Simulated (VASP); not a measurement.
A run of VASP 6.6.1 is set up as follows.

File INCAR:

```
SYSTEM = BP
PREC = Accurate ; ENCUT = 520
EDIFF = 1E-6 ; ISMEAR = 0
SIGMA = 0.02 ; LREAL = .FALSE.
LASPH = .TRUE. ; NELM = 100
ALGO = Normal ; ISIF = 2
LWAVE = .FALSE. ; LCHARG = .FALSE.
GGA = PS ; NBANDS = 11
```

KPOINTS

```
regular mesh
0
G
  10 10 10
  0 0 0
```

Contents of POSCAR:

```
BP
1.0
    0.0000000000      2.2741519229      2.2741519229
    2.2741519229      0.0000000000      2.2741519229
    2.2741519229      2.2741519229      0.0000000000
B P
1 1
Direct
    0.0000000000      0.0000000000      0.0000000000
    0.2500000000      0.2500000000      0.2500000000
```

Potentials or basis: VASP PAW PBE potentials, release 64 (B, P).

Launch:

```console
$ cat potpaw_PBE.64/B/POTCAR potpaw_PBE.64/P/POTCAR > POTCAR
$ mpirun -np 1 vasp_std > vasp.out
```

**Question.** What does it give for the pressure?

**Answer.** -2.9 GPa.

**Question.** What does it give for the band gap on the k mesh?

**Answer.** 1.14 eV, indirect (least direct gap 3.35 eV).

Caveat: the PAW data sets were made with another functional, which shifts forces and pressure a little. PBEsol gaps usually lie below the measured ones, often by a third to a half.
